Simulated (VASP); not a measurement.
Runs of VASP 6.6.1 on CdTe. The structure is that of space group F-43m (No. 216), or close to it. The cells are those of the table. 

```tsv
cell	gap on the mesh (eV)	pressure (GPa)
a = 4.636 Å, angles 60.0°, 2 atoms	1.16	0.1
a = 4.727 Å, angles 60.0°, 2 atoms	0.97	(b)
a = 4.541 Å, angles 60.0°, 2 atoms	(a)	3.1
a = 4.492 Å, angles 60.0°, 2 atoms	1.47	4.9
```

Alike in all rows: task single point; level r2SCAN; potentials or basis VASP PAW PBE potentials, release 64 (Cd, Te); no spin polarisation; k mesh 8 × 8 × 8; cutoff (eV) 520; smearing gaussian 0.02 eV.

Estimate the missing entries.

(a) 1.36; (b) -1.9.

Caveats: the PAW data sets were made with another functional, which shifts forces and pressure a little; spin-orbit coupling is left out, which moves the levels of the heavy elements; the cell stands under pressure (at least some runs).

A k mesh can miss the band edges, and the runs leave out spin-orbit coupling on Cd, Te.
